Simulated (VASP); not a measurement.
# ZnO (P6_3mc) in VASP: single point with PBE0

Aim: the single point of ZnO with PBE0.

All numbers are computed with VASP 6.6.1; they aren't measurements. Logs are shortened: lines on timing, memory, paths and dates and some standing lists are left out, and cuts for length are marked.

### Step 1. The cell of the first run

The structure is hexagonal, space group P6_3mc (No. 186). The conventional cell has a = 3.230 Å, b = 3.230 Å, c = 5.214 Å, α = 90.00°, β = 90.00°, γ = 120.00°. Within 2.6 Å of Zn (site symmetry 3m) lie 4 O at 1.97 to 1.98 Å. Within 2.6 Å of O (site symmetry 3m) lie 4 Zn at 1.97 to 1.98 Å.

### Step 2. Single point, PBE0

POSCAR

```
ZnO
1.0
    3.2300980000      0.0000000000      0.0000000000
   -1.6150490000      2.7973470000      0.0000000000
    0.0000000000      0.0000000000      5.2137560000
Zn O
2 2
Direct
    0.3333330000      0.6666670000      0.0004860000
    0.6666670000      0.3333330000      0.5004860000
    0.3333330000      0.6666670000      0.3795140000
    0.6666670000      0.3333330000      0.8795140000
```

INCAR.step1

```
SYSTEM = ZnO
PREC = Accurate ; ENCUT = 520
EDIFF = 1E-5 ; ISMEAR = 0
SIGMA = 0.01 ; LREAL = .False.
LASPH = .True. ; NELM = 60
ALGO = Normal ; ISIF = 2
LWAVE = .True. ; LCHARG = .False.
NBANDS = 26 ; GGA = PE
```

INCAR.step2

```
SYSTEM = ZnO
PREC = Accurate ; ENCUT = 520
EDIFF = 1E-6 ; ISMEAR = 0
SIGMA = 0.01 ; LREAL = .False.
LASPH = .True. ; NELM = 60
ALGO = Normal ; ISIF = 2
LWAVE = .False. ; LCHARG = .False.
GGA = PE ; LHFCALC = .True.
AEXX = 0.25 ; PRECFOCK = Normal
NBANDS = 26 ; ISTART = 1
```

KPOINTS

```
regular mesh
0
Gamma
  4 4 3
  0 0 0
```

Potentials or basis: VASP PAW PBE potentials, release 64 (Zn, O).

Command:

```sh
$ cat potpaw_PBE.64/Zn/POTCAR potpaw_PBE.64/O/POTCAR > POTCAR
$ cp INCAR.step1 INCAR
$ mpirun -np 1 vasp_std > vasp.out
$ cp INCAR.step2 INCAR
$ mpirun -np 1 vasp_std > vasp.out
```

OUTCAR:

```text
SYSTEM = ZnO
   PREC = Accurate
   ENCUT = 520
   EDIFF = 1E-6
   ISMEAR = 0
   LREAL = .False.
   LASPH = .True.
   NELM = 60
   ISIF = 2
   GGA = PE
   LHFCALC = .True.
   AEXX = 0.25
   PRECFOCK = Normal
   ISTART = 1

 ion  position               nearest neighbor table
   1  0.333  0.667  0.000-   4 1.97   4 1.97   4 1.97   3 1.98
   2  0.667  0.333  0.500-   3 1.97   3 1.97   3 1.97   4 1.98
   3  0.333  0.667  0.380-   2 1.97   2 1.97   2 1.97   1 1.98
   4  0.667  0.333  0.880-   1 1.97   1 1.97   1 1.97   2 1.98

  LATTYP: Found a hexagonal cell.
 ALAT       =     3.2300980000
 C/A-ratio  =     1.6141169711

  Lattice vectors:

 A1 = (   3.2300980000,   0.0000000000,   0.0000000000)
 A2 = (  -1.6150490000,   2.7973470000,   0.0000000000)
 A3 = (   0.0000000000,   0.0000000000,   5.2137560000)

Analysis of symmetry for initial positions (statically):
=====================================================================
 Subroutine PRICEL returns:
 Original cell was already a primitive cell.

 Routine SETGRP: Setting up the symmetry group for a
 hexagonal supercell.

 Subroutine GETGRP returns: Found 12 space group operations
 (whereof  6 operations were pure point group operations)
 out of a pool of 24 trial point group operations.

The static configuration has the point symmetry C_3v.
 The point group associated with its full space group is C_6v.

Analysis of symmetry for dynamics (positions and initial velocities):
=====================================================================
 Subroutine PRICEL returns:
 Original cell was already a primitive cell.

 Routine SETGRP: Setting up the symmetry group for a
 hexagonal supercell.

 Subroutine GETGRP returns: Found 12 space group operations
 (whereof  6 operations were pure point group operations)
 out of a pool of 24 trial point group operations.

The dynamic configuration has the point symmetry C_3v.
 The point group associated with its full space group is C_6v.

 Subroutine INISYM returns: Found 12 space group operations
 (whereof  6 operations are pure point group operations),
 and found     1 'primitive' translations

----------------------------------------------------------------------------------------

                                     Primitive cell

  volume of cell :      47.1100

  direct lattice vectors                    reciprocal lattice vectors
     3.230098000  0.000000000  0.000000000     0.309588130  0.178740785  0.000000000
    -1.615049000  2.797347000  0.000000000     0.000000000  0.357481571  0.000000000
     0.000000000  0.000000000  5.213756000     0.000000000  0.000000000  0.191800307

  length of vectors
     3.230098000  3.230098065  5.213756000     0.357481578  0.357481571  0.191800307

  position of ions in fractional coordinates (direct lattice)
     0.333333000  0.666667000  0.000486000
     0.666667000  0.333333000  0.500486000
     0.333333000  0.666667000  0.379514000
     0.666667000  0.333333000  0.879514000

  ion indices of the primitive-cell ions
   primitive index   ion index
                 1           1
                 2           2
                 3           3
                 4           4

----------------------------------------------------------------------------------------

 KPOINTS: regular mesh

Automatic generation of k-mesh.
 Grid dimensions read from file:
 generate k-points for:    4    4    3

 Generating k-lattice:

  Cartesian coordinates                     Fractional coordinates (reciprocal lattice)
     0.077397033  0.044685196  0.000000000     0.250000000  0.000000000  0.000000000
     0.000000000  0.089370393  0.000000000     0.000000000  0.250000000  0.000000000
     0.000000000  0.000000000  0.063933436     0.000000000  0.000000000  0.333333333

  Length of vectors
     0.089370395  0.089370393  0.063933436

  Shift w.r.t. Gamma in fractional coordinates (k-lattice)
     0.000000000  0.000000000  0.000000000

 Subroutine IBZKPT returns following result:
 ===========================================

 Found      8 irreducible k-points:

 Following reciprocal coordinates:
            Coordinates               Weight
  0.000000  0.000000  0.000000      1.000000
  0.250000 -0.000000  0.000000      6.000000
  0.500000 -0.000000  0.000000      3.000000
  0.250000  0.250000  0.000000      6.000000
  0.000000  0.000000  0.333333      2.000000
  0.250000 -0.000000  0.333333     12.000000
  0.500000 -0.000000  0.333333      6.000000
  0.250000  0.250000  0.333333     12.000000
   k-points           NKPTS =      8   k-points in BZ     NKDIM =     48   number of bands    NBANDS=     26
   number of dos      NEDOS =    301   number of ions     NIONS =      4
   total plane-waves  NPLWV =  23040
   dimension x,y,z NGX =    24 NGY =   24 NGZ =   40
   dimension x,y,z NGXF=    48 NGYF=   48 NGZF=   80
   ions per type =               2   2
   NGX,Y,Z   is equivalent  to a cutoff of  12.35, 12.35, 12.75 a.u.
   NGXF,Y,Z  is equivalent  to a cutoff of  24.70, 24.70, 25.51 a.u.
 SYSTEM =  ZnO
   PREC   = accura    normal or accurate (medium, high low for compatibility)
   ISTART =      1    job   : 0-new  1-cont  2-samecut
   ICHARG =      0    charge: 1-file 2-atom 10-const
   ISPIN  =      1    spin polarized calculation?
   LNONCOLLINEAR =      F non collinear calculations
   LSORBIT =      F    spin-orbit coupling
   LASPH  =      T    aspherical Exc in radial PAW
   ENCUT  =  520.0 eV  38.22 Ry    6.18 a.u.   6.01  6.01  9.69*2*pi/ulx,y,z
   NELM   =     60;   NELMIN=  2; NELMDL=  0     # of ELM steps
   EDIFF  = 0.1E-05   stopping-criterion for ELM
   LREAL  =      F    real-space projection
   EDIFFG = 0.1E-04   stopping-criterion for IOM
   NSW    =      0    number of steps for IOM
   IBRION =     -1    ionic relax: 0-MD 1-quasi-New 2-CG
   NFREE  =      0    steps in history (QN), initial steepest desc. (CG)
   ISIF   =      2    stress and relaxation
   ISYM   =      3    0-nonsym 1-usesym 2-fastsym
   POTIM  = 0.5000    time-step for ionic-motion
   TEBEG  =    0.0;   TEEND  =   0.0 temperature during run
   PSTRESS=    0.0 pullay stress
   NELECT =      36.0000    total number of electrons
   NUPDOWN=      -1.0000    fix difference up-down
   EMIN   =  10.00;   EMAX   =-10.00  energy-range for DOS
   EFERMI =   0.00;   METHOD = LEGACY
   ISMEAR =     0;   SIGMA  =   0.01  broadening in eV -4-tet -1-fermi 0-gaus
   EFERMI_NEDOS =   21; number of points for ismear=-14 and -15
   IALGO  =     38    algorithm
   IMIX   =      1    mixing-type and parameters
     AMIX     =   0.40;   BMIX     =  1.00
     AMIX_MAG =   1.60;   BMIX_MAG =  1.00
  volume/ion in A,a.u.               =      11.78        79.48
  Fermi-wavevector in a.u.,A,eV,Ry     =   1.496711  2.828375 30.479026  2.240145
  Thomas-Fermi vector in A             =   2.608693
   LORBIT       =      0    0 simple, 1 ext, 2 COOP (PROOUT), +10 PAW based schemes
   GGA     = PE    functional components
   LHFCALC =     T    Hartree Fock is set to
   PRECFOCK=normal    Normal, Fast or Accurate (Low or Medium for compatibility)
   ENCUT4O =  -1.0   cutoff for four orbital integrals eV
   NKREDX  =     1    reduce k-point grid by
   NKREDY  =     1    reduce k-point grid by
   NKREDZ  =     1    reduce k-point grid by
   AEXX    =    0.2500 exact exchange contribution
   HFSCREEN=    0.0000 screening length (either q_TF or 0.3 A-1)
   HFSCREENC=   0.0000 screening length for correlation (either q_TF or 0.3 A-1)
   ENCUTFOCK=  -1.0 apply spherical cutoff to Coloumb kernel
   IVDW    =     0    specifies the selected vdW correction
   LEPSILON=     F    determine dielectric tensor
   LRPA    =     F    only Hartree local field effects (RPA)
 non-spin polarized calculation
 Gauss-broadening in eV      SIGMA  =   0.01
  energy-cutoff  :      520.00
  volume of cell :       47.11
 maximum number of plane-waves:      1283
  NGX = 20; NGY = 20; NGZ = 30

 number of electron      36.0000014 magnetization

 Free energy of the ion-electron system (eV)
  ---------------------------------------------------
  ext. energy  EPLUGINS =         0.00000000
  ---------------------------------------------------
  free energy    TOTEN  =       -23.89273708 eV

  energy without entropy =      -23.89273708  energy(sigma->0) =      -23.89273708

 E-fermi :  -0.3200     XC(G=0):  -8.5769

 val. band max:       -0.3768543202   @ k =   0.0000   0.0000   0.0000
 cond. band min:       2.8734216167   @ k =   0.0000   0.0000   0.0000
 fundamental gap:      3.2502759369
 Fermi energy:        -0.3200118453

 k-point     1 :       0.0000    0.0000    0.0000
  band No.  band energies     occupation
      1     -19.9616      2.00000
      2     -19.1988      2.00000
      3      -7.0702      2.00000
      4      -7.0702      2.00000
      5      -7.0350      2.00000
      6      -6.8708      2.00000
[... 18 lines left out ...]
     25      16.9353      0.00000
     26      16.9353      0.00000

 k-point     2 :       0.2500   -0.0000    0.0000
  band No.  band energies     occupation
      1     -19.6385      2.00000
      2     -19.0701      2.00000
      3      -7.1981      2.00000
      4      -6.9266      2.00000
      5      -6.9119      2.00000
      6      -6.7430      2.00000
[... 18 lines left out ...]
     25      16.0825      0.00000
     26      16.9662      0.00000

 k-point     3 :       0.5000   -0.0000    0.0000
  band No.  band energies     occupation
      1     -19.2337      2.00000
      2     -19.0007      2.00000
      3      -7.1651      2.00000
      4      -6.8131      2.00000
      5      -6.7648      2.00000
      6      -6.4050      2.00000
[... 18 lines left out ...]
     25      15.7541      0.00000
     26      17.1863      0.00000

 k-point     4 :       0.2500    0.2500    0.0000
  band No.  band energies     occupation
      1     -19.2448      2.00000
      2     -18.9950      2.00000
      3      -7.0578      2.00000
      4      -6.8220      2.00000
      5      -6.5939      2.00000
      6      -6.5675      2.00000
[... 18 lines left out ...]
     25      14.1416      0.00000
     26      17.1063      0.00000

 k-point     5 :       0.0000    0.0000    0.3333
  band No.  band energies     occupation
      1     -19.7781      2.00000
      2     -19.3965      2.00000
      3      -7.1174      2.00000
      4      -7.0392      2.00000
      5      -7.0392      2.00000
      6      -6.9787      2.00000
[... 18 lines left out ...]
     25      16.2254      0.00000
     26      16.2254      0.00000

 k-point     6 :       0.2500   -0.0000    0.3333
  band No.  band energies     occupation
      1     -19.4965      2.00000
      2     -19.2119      2.00000
      3      -7.2440      2.00000
      4      -7.0974      2.00000
      5      -6.8506      2.00000
      6      -6.8019      2.00000
[... 18 lines left out ...]
     25      16.1154      0.00000
     26      16.5373      0.00000

 k-point     7 :       0.5000   -0.0000    0.3333
  band No.  band energies     occupation
      1     -19.1684      2.00000
      2     -19.0514      2.00000
      3      -7.2378      2.00000
      4      -7.0868      2.00000
      5      -6.6980      2.00000
      6      -6.4278      2.00000
[... 18 lines left out ...]
     25      16.0989      0.00000
     26      16.8130      0.00000

 k-point     8 :       0.2500    0.2500    0.3333
  band No.  band energies     occupation
      1     -19.1756      2.00000
      2     -19.0504      2.00000
      3      -7.0294      2.00000
      4      -6.9977      2.00000
      5      -6.6980      2.00000
      6      -6.6376      2.00000
[... 18 lines left out ...]
     25      15.6706      0.00000
     26      18.1342      0.00000

------------------------ aborting loop because EDIFF is reached ----------------------------------------

  FORCE on cell =-STRESS in cart. coord.  units (eV):
  Direction    XX          YY          ZZ          XY          YZ          ZX
  --------------------------------------------------------------------------------------
  -------------------------------------------------------------------------------------
  Total        0.9429454      0.9429455      0.7668886      0.0000000      0.0000000      0.0000000
  in kB       32.0689247     32.0689264     26.0813523      0.0000000      0.0000000      0.0000000
  external PRESSURE =      30.0730678 kB  Pullay stress =       0.0000000 kB

 VOLUME and BASIS-vectors are now :
 -----------------------------------------------------------------------------
  energy-cutoff  :      520.00
  volume of cell :       47.11
      direct lattice vectors                 reciprocal lattice vectors
     3.230098000  0.000000000  0.000000000     0.309588130  0.178740785  0.000000000
    -1.615049000  2.797347000  0.000000000     0.000000000  0.357481571  0.000000000
     0.000000000  0.000000000  5.213756000     0.000000000  0.000000000  0.191800307

 POSITION                                       TOTAL-FORCE (eV/Angst)
 -----------------------------------------------------------------------------------
     -0.00000      1.86490      0.00253         0.000000     -0.000000     -0.006711
      1.61505      0.93245      2.60941        -0.000000      0.000000     -0.006711
     -0.00000      1.86490      1.97869        -0.000000      0.000000      0.006711
      1.61505      0.93245      4.58557         0.000000     -0.000000      0.006711
 -----------------------------------------------------------------------------------
    total drift:                                0.000472      0.000000      0.000802

  FREE ENERGIE OF THE ION-ELECTRON SYSTEM (eV)
  ---------------------------------------------------
  free  energy   TOTEN  =       -23.8927370791 eV

  energy  without entropy=      -23.8927370791  energy(sigma->0) =      -23.89273708
```

It took 35 min on 1 thread of Intel Xeon 8259CL, shared host; peak memory 0.17 GiB.

Results:

| Property | Result |
| --- | --- |
| Free energy | -23.8927 eV |
| Pressure | 3.0 GPa |
| Largest force | 0.007 eV/Å |
| Band gap on the k mesh | 3.25 eV |

Forces on the atoms (eV/Å):
```
Zn   0.000  0.000 -0.007
Zn   0.000  0.000 -0.007
O    0.000  0.000  0.007
O    0.000  0.000  0.007
```

Caveat: the k points lie up to 0.56 Å⁻¹ apart; the PAW data sets were made with another functional, which shifts forces and pressure a little.
